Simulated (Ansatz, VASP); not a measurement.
## One calculation of BeS, two programs

```
S Be
1.0
     0.00000    2.42500    2.42500
     2.42500    0.00000    2.42500
     2.42500    2.42500    0.00000
S Be
1 1
Direct
  0.75000 0.75000 0.75000
  0.00000 0.00000 0.00000
```

Alike in both runs: functional pbe exchange, pbesol correlation; k mesh 9 × 9 × 9; collinear spin.

```csv
,VASP,Ansatz
version,VASP 6.6.1,Ansatz 0.2.0
potentials or method,"VASP PAW PBE potentials, release 64 (S, Be), cutoff 600 eV","all-electron LAPW, point nuclei"
occupations,"methfessel-paxton of order 1, width 0.01 eV","cold, width 0.01 eV"
task,single point,band structure
```

|  | VASP | Ansatz | Ansatz less VASP |
| --- | --- | --- | --- |
| gap on the k mesh at the Fermi level (eV) | 3.28 | 3.27 | -0.008 |
| least direct gap on the mesh (eV) | 5.71 | 5.68 | -0.025 |
| pressure (GPa) | 2.1 | 2.1 | +0.02 |
| net moment per atom (μB) | 0.00 | 0.00 | 0.000 |

VASP's potentials were made for PBE, not for pbe exchange, pbesol correlation. Ansatz ran all-electron here, and VASP with PAW potentials.
